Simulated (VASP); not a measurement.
# MgI2 in VASP: density of states with PBE+D3(BJ)

Aim: the density of states of MgI2 with PBE+D3(BJ).

Everything below comes from runs of VASP 6.6.1. Logs are shortened: lines on timing, memory, paths and dates and some standing lists are left out, and cuts for length are marked.

## 1. The cell of the first run

The cell holds a sheet with vacuum, 6 atoms: a = 4.129 Å, b = 4.129 Å, c = 44.207 Å, α = 90.00°, β = 90.00°, γ = 120.00°.

## 2. Density of states, PBE+D3(BJ)

POSCAR

```
MgI2
1.0
    4.1291190293     -0.0000002887      0.0000000000
   -2.0645592647      3.5759221190      0.0000000000
    0.0000000000      0.0000000000     44.2065080000
Mg I
2 4
Direct
    0.0000000000      0.0000000000      0.1937108333
    0.3333333333      0.6666666667      0.3491958333
    0.3333333333      0.6666666667      0.2316593333
    0.6666666667      0.3333333333      0.1556768333
    0.6666666667      0.3333333333      0.3872298333
    0.0000000000      0.0000000000      0.3112473333
```

INCAR.step1

```
ALGO = Normal
DIPOL = 0.5 0.5 0.271
EDIFF = 1E-6
ENCUT = 520
GGA = PE
IDIPOL = 3
ISIF = 2
ISMEAR = 0
IVDW = 12
LASPH = T
LCHARG = T
LDIPOL = T
LREAL = F
LWAVE = F
NBANDS = 25
NELM = 100
PREC = Accurate
SIGMA = 0.02
```

KPOINTS.step1

```
k-points
0
Gamma
  6 6 1
```

INCAR.step2

```
ALGO = Normal
DIPOL = 0.5 0.5 0.271
EDIFF = 1E-6
ENCUT = 520
GGA = PE
ICHARG = 11
IDIPOL = 3
ISIF = 2
ISMEAR = -5
IVDW = 12
LASPH = T
LCHARG = F
LDIPOL = T
LORBIT = 10
LREAL = F
LWAVE = F
NBANDS = 25
NEDOS = 2001
NELM = 100
PREC = Accurate
SIGMA = 0.02
```

KPOINTS.step2

```
k-points
0
Gamma
  9 9 1
```

Potentials or basis: VASP PAW PBE potentials, release 64 (Mg, I).

The run is started by

```sh
cat potpaw_PBE.64/Mg/POTCAR potpaw_PBE.64/I/POTCAR > POTCAR
cp INCAR.step1 INCAR
cp KPOINTS.step1 KPOINTS
mpirun -np 1 vasp_std > vasp.out
cp INCAR.step2 INCAR
cp KPOINTS.step2 KPOINTS
mpirun -np 1 vasp_std > vasp.out
```

OUTCAR:

```text
EDIFF = 1E-6
   ENCUT = 520
   GGA = PE
   ICHARG = 11
   ISIF = 2
   ISMEAR = -5
   IVDW = 12
   LASPH = T
   LORBIT = 10
   LREAL = F
   NELM = 100
   PREC = Accurate
 IVDW          = 12

 ion  position               nearest neighbor table
   1  0.000  0.000  0.194-   3 2.92   3 2.92   3 2.92   4 2.92   4 2.92   4 2.92
   2  0.333  0.667  0.349-   6 2.92   6 2.92   6 2.92   5 2.92   5 2.92   5 2.92
   3  0.333  0.667  0.232-   1 2.92   1 2.92   1 2.92
   4  0.667  0.333  0.156-   1 2.92   1 2.92   1 2.92
   5  0.667  0.333  0.387-   2 2.92   2 2.92   2 2.92
   6  0.000  0.000  0.311-   2 2.92   2 2.92   2 2.92

  LATTYP: Found a hexagonal cell.
 ALAT       =     4.1291190293
 C/A-ratio  =    10.7060386698

  Lattice vectors:

 A1 = (   4.1291190293,  -0.0000002887,   0.0000000000)
 A2 = (  -2.0645592647,   3.5759221190,   0.0000000000)
 A3 = (   0.0000000000,   0.0000000000,  44.2065080000)

Analysis of symmetry for initial positions (statically):
=====================================================================
 Subroutine PRICEL returns:
 Original cell was already a primitive cell.

 Routine SETGRP: Setting up the symmetry group for a
 hexagonal supercell.

 Subroutine GETGRP returns: Found 12 space group operations
 (whereof  6 operations were pure point group operations)
 out of a pool of 24 trial point group operations.

The static configuration has the point symmetry C_3v.
 The point group associated with its full space group is D_3d.

Analysis of symmetry for dynamics (positions and initial velocities):
=====================================================================
 Subroutine PRICEL returns:
 Original cell was already a primitive cell.

 Routine SETGRP: Setting up the symmetry group for a
 hexagonal supercell.

 Subroutine GETGRP returns: Found 12 space group operations
 (whereof  6 operations were pure point group operations)
 out of a pool of 24 trial point group operations.

The dynamic configuration has the point symmetry C_3v.
 The point group associated with its full space group is D_3d.

 Subroutine INISYM returns: Found 12 space group operations
 (whereof  6 operations are pure point group operations),
 and found     1 'primitive' translations

[... 107 lines left out ...]
   EFERMI_NEDOS =   21; number of points for ismear=-14 and -15
   IALGO  =     38    algorithm
   IMIX   =      4    mixing-type and parameters
     AMIX     =   0.40;   BMIX     =  1.00
     AMIX_MAG =   1.60;   BMIX_MAG =  1.00
  volume/ion in A,a.u.               =     108.79       734.14
  Fermi-wavevector in a.u.,A,eV,Ry     =   0.599167  1.132261  4.884500  0.359001
  Thomas-Fermi vector in A             =   1.650546
   LORBIT       =     10    0 simple, 1 ext, 2 COOP (PROOUT), +10 PAW based schemes
   GGA     = PE    functional components
   LHFCALC =     F    Hartree Fock is set to
   AEXX    =    0.0000 exact exchange contribution
   IVDW    =    12    specifies the selected vdW correction
   LEPSILON=     F    determine dielectric tensor
   LRPA    =     F    only Hartree local field effects (RPA)
 non-spin polarized calculation
 Fermi weights with tetrahedron method with Bloechl corrections
  energy-cutoff  :      520.00
  volume of cell :      652.73
 maximum number of plane-waves:     17727
 NGX is ok and might be reduce to    32

 number of electron      32.0000001 magnetization

 dipolmoment           0.000000      0.000000      0.000072 electrons x Angstroem

 Free energy of the ion-electron system (eV)
  ---------------------------------------------------
  ext. energy  EPLUGINS =         0.00000000
  ---------------------------------------------------
  free energy    TOTEN  =       -15.40770712 eV

  energy without entropy =      -15.40770712  energy(sigma->0) =      -15.40770712

 E-fermi :  -3.6229     XC(G=0):  -2.7895

 val. band max:       -3.6276854493   @ k =   0.0000   0.0000   0.0000
 cond. band min:      -0.1297755111   @ k =   0.4444  -0.0000   0.0000
 fundamental gap:      3.4979099382
 Fermi energy:        -3.6228734444

 k-point     1 :       0.0000    0.0000    0.0000
  band No.  band energies     occupation
      1     -15.6404      2.00000
      2     -15.5529      2.00000
      3     -15.1107      2.00000
      4     -15.0118      2.00000
      5      -6.9833      2.00000
      6      -6.5442      2.00000
[... 325 lines left out ...]
     24       4.3733      0.00000
     25       4.5311      0.00000

------------------------ aborting loop because EDIFF is reached ----------------------------------------

 vacuum level on the upper side and lower side of the slab       (xc-potential included)        -0.084        -0.085

 Edisp (eV)   -1.63669

 E8    (eV) :    -0.7536

  FORCE on cell =-STRESS in cart. coord.  units (eV):
  Direction    XX          YY          ZZ          XY          YZ          ZX
  --------------------------------------------------------------------------------------
  -------------------------------------------------------------------------------------
  Total      -0.12128    -0.12128    -0.08508     0.00000     0.00000     0.00000
  in kB      -0.29769    -0.29769    -0.20883     0.00000     0.00000     0.00000
  external pressure =       -0.27 kB  Pullay stress =        0.00 kB

 VOLUME and BASIS-vectors are now :
 -----------------------------------------------------------------------------
  energy-cutoff  :      520.00
  volume of cell :      652.73
      direct lattice vectors                 reciprocal lattice vectors
     4.129119029 -0.000000289  0.000000000     0.242182420  0.139824063  0.000000000
    -2.064559265  3.575922119  0.000000000     0.000000020  0.279648160  0.000000000
     0.000000000  0.000000000 44.206508000     0.000000000  0.000000000  0.022621104

 POSITION                                       TOTAL-FORCE (eV/Angst)
 -----------------------------------------------------------------------------------
      0.00000      0.00000      8.56328         0.000000     -0.000000     -0.001862
      0.00000      2.38395     15.43673         0.000000      0.000000      0.001862
      0.00000      2.38395     10.24085         0.000000     -0.000000     -0.007063
      2.06456      1.19197      6.88193         0.000000      0.000000      0.009888
      2.06456      1.19197     17.11808        -0.000000     -0.000000     -0.009888
      0.00000      0.00000     13.75916        -0.000000      0.000000      0.007063
 -----------------------------------------------------------------------------------
    total drift:                               -0.000140      0.000081      0.003062

  FREE ENERGIE OF THE ION-ELECTRON SYSTEM (eV)
  ---------------------------------------------------
  free  energy   TOTEN  =       -17.0443995349 eV

  energy  without entropy=      -17.0443995349  energy(sigma->0) =      -17.04439953

 vacuum level on the upper side and lower side of the slab         2.615         2.613

 total charge

# of ion       s       p       d       tot
------------------------------------------
    1        0.140   0.113   0.029   0.281
    2        0.140   0.113   0.029   0.281
    3        1.506   2.826   0.013   4.346
    4        1.505   2.826   0.012   4.344
    5        1.505   2.826   0.012   4.344
    6        1.506   2.826   0.013   4.346
--------------------------------------------------
tot          6.302  11.531   0.108  17.942
```

It took 10 min on 1 thread of Oxide Virtual Turin-like, shared host; peak memory 0.68 GiB.

Results:

```
Valence electrons inside the program's atomic spheres : Mg 0.28; I 4.35, 4.34
Dispersion energy per atom                            : -0.273 eV
```

Caveat: spin-orbit coupling is left out, which moves the levels of the heavy elements.
